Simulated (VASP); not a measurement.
# S (P3_221) in VASP: single point with PBE+D3(BJ)

Aim: the single point of S with PBE+D3(BJ).

Program: VASP 6.6.1. These are calculated values, not measurements. Logs are shortened: lines on timing, memory, paths and dates and some standing lists are left out, and cuts for length are marked.

## (1) The cell of the first run

Symmetry: P3_221, No. 154, trigonal system. The conventional cell has a = 7.458 Å, b = 7.458 Å, c = 4.380 Å, α = 90.00°, β = 90.00°, γ = 120.00°. S (site symmetry 2) has 2 S at 2.08 Å within 2.8 Å. S (site symmetry 1) has 2 S at 2.07 Å within 2.7 Å.

## (2) Single point, PBE+D3(BJ)

The input, INCAR:

```
SYSTEM = S
PREC     = Accurate       ! precision mode
ENCUT    = 500            ! plane-wave cutoff, eV
EDIFF    = 1E-6           ! SCF threshold, eV
ISMEAR   = 0              ! smearing method
SIGMA    = 0.02           ! smearing width, eV
LREAL    = .False.        ! projectors in reciprocal space
LASPH    = .True.         ! aspherical terms in the spheres
NELM     = 120            ! most SCF steps
ALGO     = Normal         ! electronic algorithm
ISIF     = 2              ! what is computed and relaxed
LWAVE    = .False.        ! write WAVECAR
LCHARG   = .False.        ! write CHGCAR
GGA      = PE             ! functional
IVDW     = 12             ! dispersion correction
NBANDS   = 37             ! bands
GGA_COMPAT= .False.
```

The input, KPOINTS:

```
regular mesh
0
Gamma
  9 9 9
  0 0 0
```

The input, POSCAR:

```
S
1.0
    7.4581920692      0.0000000000      0.0000000000
   -3.7290960346      6.4589837982      0.0000000000
    0.0000000000      0.0000000000      4.3804682630
S
9
Direct
    0.1149898250      0.1149898250      0.5000000000
    0.4571071971      0.6906670949      0.7369675321
    0.6906670949      0.4571071971      0.2630324679
    0.8850101750      0.0000000000      0.1666666667
    0.2335598977      0.5428928029      0.0703008654
    0.3093329051      0.7664401023      0.4036341987
    0.5428928029      0.2335598977      0.9296991346
    0.7664401023      0.3093329051      0.5963658013
    0.0000000000      0.8850101750      0.8333333333
```

Potentials or basis: VASP PAW PBE potentials, release 64 (S).

Command:

```
cat potpaw_PBE.64/S/POTCAR > POTCAR
mpirun -np 1 vasp_std > vasp.out
```

OUTCAR:

```text
SYSTEM = S
   PREC = Accurate
   ENCUT = 500
   EDIFF = 1E-6
   ISMEAR = 0
   LREAL = .False.
   LASPH = .True.
   NELM = 120
   ISIF = 2
   GGA = PE
   IVDW = 12
 IVDW          = 12

 ion  position               nearest neighbor table
   1  0.115  0.115  0.500-   9 2.08   4 2.08
   2  0.457  0.691  0.737-   5 2.07   6 2.07
   3  0.691  0.457  0.263-   7 2.07   8 2.07
   4  0.885  0.000  0.167-   1 2.08   9 2.08
   5  0.234  0.543  0.070-   6 2.07   2 2.07
   6  0.309  0.766  0.404-   5 2.07   2 2.07
   7  0.543  0.234  0.930-   3 2.07   8 2.07
   8  0.766  0.309  0.596-   7 2.07   3 2.07
   9  0.000  0.885  0.833-   1 2.08   4 2.08

  LATTYP: Found a hexagonal cell.
 ALAT       =     7.4581920692
 C/A-ratio  =     0.5873364781

  Lattice vectors:

 A1 = (   7.4581920692,   0.0000000000,   0.0000000000)
 A2 = (  -3.7290960346,   6.4589837982,   0.0000000000)
 A3 = (   0.0000000000,   0.0000000000,   4.3804682630)

Analysis of symmetry for initial positions (statically):
=====================================================================
 Subroutine PRICEL returns:
 Original cell was already a primitive cell.

 Routine SETGRP: Setting up the symmetry group for a
 hexagonal supercell.

 Subroutine GETGRP returns: Found  6 space group operations
 (whereof  2 operations were pure point group operations)
 out of a pool of 24 trial point group operations.

The static configuration has the point symmetry C_2 .
 The point group associated with its full space group is D_3 .

Analysis of symmetry for dynamics (positions and initial velocities):
=====================================================================
 Subroutine PRICEL returns:
 Original cell was already a primitive cell.

 Routine SETGRP: Setting up the symmetry group for a
 hexagonal supercell.

 Subroutine GETGRP returns: Found  6 space group operations
 (whereof  2 operations were pure point group operations)
 out of a pool of 24 trial point group operations.

The dynamic configuration has the point symmetry C_2 .
 The point group associated with its full space group is D_3 .

 Subroutine INISYM returns: Found  6 space group operations
 (whereof  2 operations are pure point group operations),
 and found     1 'primitive' translations

----------------------------------------------------------------------------------------

                                     Primitive cell

  volume of cell :     211.0174

  direct lattice vectors                    reciprocal lattice vectors
     7.458192069  0.000000000  0.000000000     0.134080752  0.077411558  0.000000000
    -3.729096035  6.458983798  0.000000000     0.000000000  0.154823116  0.000000000
     0.000000000  0.000000000  4.380468263     0.000000000  0.000000000  0.228286096

  length of vectors
     7.458192069  7.458192069  4.380468263     0.154823116  0.154823116  0.228286096

  position of ions in fractional coordinates (direct lattice)
     0.114989825  0.114989825  0.500000000
     0.457107197  0.690667095  0.736967532
     0.690667095  0.457107197  0.263032468
     0.885010175  0.000000000  0.166666667
     0.233559898  0.542892803  0.070300865
     0.309332905  0.766440102  0.403634199
     0.542892803  0.233559898  0.929699135
     0.766440102  0.309332905  0.596365801
     1.000000000  0.885010175  0.833333333

  ion indices of the primitive-cell ions
   primitive index   ion index
                 1           1
                 2           2
                 3           3
                 4           4
                 5           5
                 6           6
                 7           7
                 8           8
                 9           9

----------------------------------------------------------------------------------------

 KPOINTS: regular mesh

Automatic generation of k-mesh.
 Grid dimensions read from file:
 generate k-points for:    9    9    9

 Generating k-lattice:

  Cartesian coordinates                     Fractional coordinates (reciprocal lattice)
     0.014897861  0.008601284  0.000000000     0.111111111  0.000000000  0.000000000
     0.000000000  0.017202568  0.000000000     0.000000000  0.111111111  0.000000000
     0.000000000  0.000000000  0.025365122     0.000000000  0.000000000  0.111111111

  Length of vectors
     0.017202568  0.017202568  0.025365122

  Shift w.r.t. Gamma in fractional coordinates (k-lattice)
     0.000000000  0.000000000  0.000000000

 Subroutine IBZKPT returns following result:
 ===========================================

 Found     88 irreducible k-points:

 Following reciprocal coordinates:
            Coordinates               Weight
  0.000000  0.000000  0.000000      1.000000
  0.111111  0.000000  0.000000      6.000000
  0.222222  0.000000  0.000000      6.000000
  0.333333 -0.000000  0.000000      6.000000
  0.444444  0.000000  0.000000      6.000000
  0.111111  0.111111  0.000000      6.000000
[... 16 lines left out ...]
  0.222222  0.111111  0.111111     12.000000
 -0.111111  0.333333  0.111111     12.000000
 [... further k-points ...]
   k-points           NKPTS =     88   k-points in BZ     NKDIM =     88   number of bands    NBANDS=     37
   number of dos      NEDOS =    301   number of ions     NIONS =      9
   total plane-waves  NPLWV =  93312
   dimension x,y,z NGX =    54 NGY =   54 NGZ =   32
   dimension x,y,z NGXF=   108 NGYF=  108 NGZF=   64
   ions per type =               9
   NGX,Y,Z   is equivalent  to a cutoff of  12.04, 12.04, 12.14 a.u.
   NGXF,Y,Z  is equivalent  to a cutoff of  24.07, 24.07, 24.29 a.u.
 SYSTEM =  S
   PREC   = accura    normal or accurate (medium, high low for compatibility)
   ISTART =      0    job   : 0-new  1-cont  2-samecut
   ICHARG =      2    charge: 1-file 2-atom 10-const
   ISPIN  =      1    spin polarized calculation?
   LNONCOLLINEAR =      F non collinear calculations
   LSORBIT =      F    spin-orbit coupling
   LASPH  =      T    aspherical Exc in radial PAW
   ENCUT  =  500.0 eV  36.75 Ry    6.06 a.u.  13.60 13.60  7.99*2*pi/ulx,y,z
   NELM   =    120;   NELMIN=  2; NELMDL= -5     # of ELM steps
   EDIFF  = 0.1E-05   stopping-criterion for ELM
   LREAL  =      F    real-space projection
   EDIFFG = 0.1E-04   stopping-criterion for IOM
   NSW    =      0    number of steps for IOM
   IBRION =     -1    ionic relax: 0-MD 1-quasi-New 2-CG
   NFREE  =      0    steps in history (QN), initial steepest desc. (CG)
   ISIF   =      2    stress and relaxation
   ISYM   =      2    0-nonsym 1-usesym 2-fastsym
   POTIM  = 0.5000    time-step for ionic-motion
   TEBEG  =    0.0;   TEEND  =   0.0 temperature during run
   PSTRESS=    0.0 pullay stress
   NELECT =      54.0000    total number of electrons
   NUPDOWN=      -1.0000    fix difference up-down
   EMIN   =  10.00;   EMAX   =-10.00  energy-range for DOS
   EFERMI =   0.00;   METHOD = LEGACY
   ISMEAR =     0;   SIGMA  =   0.02  broadening in eV -4-tet -1-fermi 0-gaus
   EFERMI_NEDOS =   21; number of points for ismear=-14 and -15
   IALGO  =     38    algorithm
   IMIX   =      4    mixing-type and parameters
     AMIX     =   0.40;   BMIX     =  1.00
     AMIX_MAG =   1.60;   BMIX_MAG =  1.00
  volume/ion in A,a.u.               =      23.45       158.22
  Fermi-wavevector in a.u.,A,eV,Ry     =   1.039362  1.964109 14.697999  1.080272
  Thomas-Fermi vector in A             =   2.173888
   LORBIT       =      0    0 simple, 1 ext, 2 COOP (PROOUT), +10 PAW based schemes
   GGA     = PE    functional components
   LHFCALC =     F    Hartree Fock is set to
   AEXX    =    0.0000 exact exchange contribution
   IVDW    =    12    specifies the selected vdW correction
   LEPSILON=     F    determine dielectric tensor
   LRPA    =     F    only Hartree local field effects (RPA)
 non-spin polarized calculation
 Gauss-broadening in eV      SIGMA  =   0.02
  energy-cutoff  :      500.00
  volume of cell :      211.02
 maximum number of plane-waves:      5392
   NGX = 27   NGY = 27   NGZ = 15

 number of electron      54.0000005 magnetization

 Free energy of the ion-electron system (eV)
  ---------------------------------------------------
  ext. energy  EPLUGINS =         0.00000000
  ---------------------------------------------------
  free energy    TOTEN  =       -36.53108804 eV

  energy without entropy =      -36.53108804  energy(sigma->0) =      -36.53108804

 E-fermi :   2.9851     XC(G=0):  -8.7383

 val. band max:        2.8524857407   @ k =   0.0000   0.0000   0.3333
 cond. band min:       4.7804275425   @ k =   0.0000   0.4444   0.4444
 fundamental gap:      1.9279418019
 Fermi energy:         2.9850906656

 k-point     1 :       0.0000    0.0000    0.0000
  band No.  band energies     occupation
      1     -13.6675      2.00000
      2     -13.3716      2.00000
      3     -13.3189      2.00000
      4      -8.7044      2.00000
      5      -8.7044      2.00000
      6      -8.5819      2.00000
[... 29 lines left out ...]
     36       7.1606      0.00000
     37       9.2868      0.00000

 k-point     2 :       0.1111    0.0000    0.0000
  band No.  band energies     occupation
      1     -13.6571      2.00000
      2     -13.3769      2.00000
      3     -13.3259      2.00000
      4      -8.7244      2.00000
      5      -8.7155      2.00000
      6      -8.5577      2.00000
[... 29 lines left out ...]
     36       7.1746      0.00000
     37       9.1903      0.00000
[... 838 lines left out ...]
     36       7.2384      0.00000
     37       9.3577      0.00000

 k-point    24 :      -0.1111    0.3333    0.1111
  band No.  band energies     occupation
      1     -13.5251      2.00000
      2     -13.3357      2.00000
      3     -13.2896      2.00000
      4      -9.4607      2.00000
      5      -9.3895      2.00000
      6      -9.3071      2.00000
[... 29 lines left out ...]
     36       7.1528      0.00000
     37       9.3374      0.00000

 [... further k-points ...]

------------------------ aborting loop because EDIFF is reached ----------------------------------------

 Edisp (eV)   -2.25619

 E8    (eV) :    -0.8077

  FORCE on cell =-STRESS in cart. coord.  units (eV):
  Direction    XX          YY          ZZ          XY          YZ          ZX
  --------------------------------------------------------------------------------------
  -------------------------------------------------------------------------------------
  Total      -0.56915    -0.56915    -1.05552     0.00000     0.00000     0.00000
  in kB      -4.32136    -4.32136    -8.01419     0.00000     0.00000     0.00000
  external pressure =       -5.55 kB  Pullay stress =        0.00 kB

 VOLUME and BASIS-vectors are now :
 -----------------------------------------------------------------------------
  energy-cutoff  :      500.00
  volume of cell :      211.02
      direct lattice vectors                 reciprocal lattice vectors
     7.458192069  0.000000000  0.000000000     0.134080752  0.077411558  0.000000000
    -3.729096035  6.458983798  0.000000000     0.000000000  0.154823116  0.000000000
     0.000000000  0.000000000  4.380468263     0.000000000  0.000000000  0.228286096

 POSITION                                       TOTAL-FORCE (eV/Angst)
 -----------------------------------------------------------------------------------
      0.42881      0.74272      2.19023        -0.061812     -0.107061     -0.000000
      0.83363      4.46101      3.22826        -0.122759     -0.031224     -0.005826
      3.44653      2.95245      1.15221         0.034339     -0.121924      0.005826
      6.60058      0.00000      0.73008         0.123623      0.000000     -0.000000
     -0.28256      3.50654      0.30795         0.034339      0.121924     -0.005826
     -0.55106      4.95042      1.76811         0.088420     -0.090701     -0.005826
      3.17803      1.50856      4.07252         0.088420      0.090701      0.005826
      4.56273      1.99798      2.61236        -0.122759      0.031224      0.005826
     -3.30029      5.71627      3.65039        -0.061812      0.107061     -0.000000
 -----------------------------------------------------------------------------------
    total drift:                               -0.000007     -0.000012     -0.000000

  FREE ENERGIE OF THE ION-ELECTRON SYSTEM (eV)
  ---------------------------------------------------
  free  energy   TOTEN  =       -38.7872776688 eV

  energy  without entropy=      -38.7872776688  energy(sigma->0) =      -38.78727767
```

It took 4.9 min on 1 thread of AMD EPYC 9R45 (Zen 5), shared host; peak memory 0.54 GiB.

What came out:

```yaml
Free_energy: -38.7873 eV
Pressure: -0.6 GPa
Largest_force: 0.127 eV/Å
Band_gap_on_the_k_mesh: 1.93 eV (least direct gap 2.07 eV)
Dispersion_energy_per_atom: -0.251 eV
```

Forces in eV/Å, atoms in the order of the input:
```
S   -0.062 -0.107  0.000
S   -0.123 -0.031 -0.006
S    0.034 -0.122  0.006
S    0.124  0.000  0.000
S    0.034  0.122 -0.006
S    0.088 -0.091 -0.006
S    0.088  0.091  0.006
S   -0.123  0.031  0.006
S   -0.062  0.107  0.000
```

Caveat: an odd mesh through Γ misses points on the zone boundary, where band edges can lie.
